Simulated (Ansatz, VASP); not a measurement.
# One calculation of ZnS, two programs

The input POSCAR:

```
ZnS
1.0
    0.0000000000      2.7046500000      2.7046500000
    2.9751150000      0.0000000000      2.7046500000
    2.9751150000      2.7046500000      0.0000000000
Zn S
1 1
Direct
    0.0000000000      0.0000000000      0.0000000000
    0.7500000000      0.7500000000      0.7500000000
```

The input INCAR.step1:

```
SYSTEM = ZnS
ALGO = Normal
EDIFF = 1E-4
ENCUT = 520
GGA = PE
ISMEAR = 0
LASPH = .TRUE.
LCHARG = .FALSE.
LREAL = .FALSE.
LWAVE = .TRUE.
NBANDS = 16
NELM = 100
PREC = Accurate
SIGMA = 0.05
```

Contents of INCAR.step2:

```
SYSTEM = ZnS
ALGO = Normal
EDIFF = 1E-6
ENCUT = 520
ISIF = 2
ISMEAR = 0
ISTART = 1
LASPH = .TRUE.
LCHARG = .FALSE.
LMIXTAU = .TRUE.
LREAL = .FALSE.
LWAVE = .FALSE.
METAGGA = R2SCAN
NBANDS = 16
NELM = 100
PREC = Accurate
SIGMA = 0.05
```

File KPOINTS:

```
k-points
0
G
  8 8 8
  0 0 0
```

Input for Ansatz:

```yaml
crystal:
  lattice:
    - [0.0, 2.70465, 2.70465]
    - [2.975115, 0.0, 2.70465]
    - [2.975115, 2.70465, 0.0]
  atoms:
    - { symbol: Zn, position: [0.0, 0.0, 0.0] }
    - { symbol: S, position: [0.75, 0.75, 0.75] }
basis:
  ecutwfc: 500
kpoints:
  mp_grid: { grid: [8, 8, 8] }
hamiltonian:
  xc: r2scan
scf:
  occupations: { method: gaussian, width: 0.05 }
output:
  forces: true
  stress: true
  eigenvalues: true
```

Change from the starting cell: strain +0.1000 x Voigt [1, 0, 0, 0, 0, 0], atoms carried along.

Alike in both runs: task single point; functional r2SCAN; k mesh 8 × 8 × 8; occupations gaussian, width 0.05 eV; no spin polarisation.

|  | VASP | Ansatz |
| --- | --- | --- |
| version | VASP 6.6.1 | Ansatz 0.2.0 |
| potentials or method | VASP PAW PBE potentials, release 64 (Zn, S), cutoff 520 eV | scalar-relativistic, plane waves, PAW |
| valence electrons in the cell | 18 | 18 |

Ansatz gave:

```
gap on the k mesh at the Fermi level (eV)                     : 2.06
least direct gap on the mesh (eV)                             : 2.06
pressure (GPa)                                                : -6.8
traceless stress, the component that is largest in VASP (GPa) : -3.34
```

**Question.** Estimate VASP's values.

**Answer.** gap on the k mesh at the Fermi level (eV): 2.06; least direct gap on the mesh (eV): 2.06; pressure (GPa): -6.7; traceless stress, the component that is largest in VASP (GPa): -3.35.

VASP's potentials were made for PBE, not for r2SCAN. With one functional, cell and mesh, what is left measures potentials, basis and numerics.
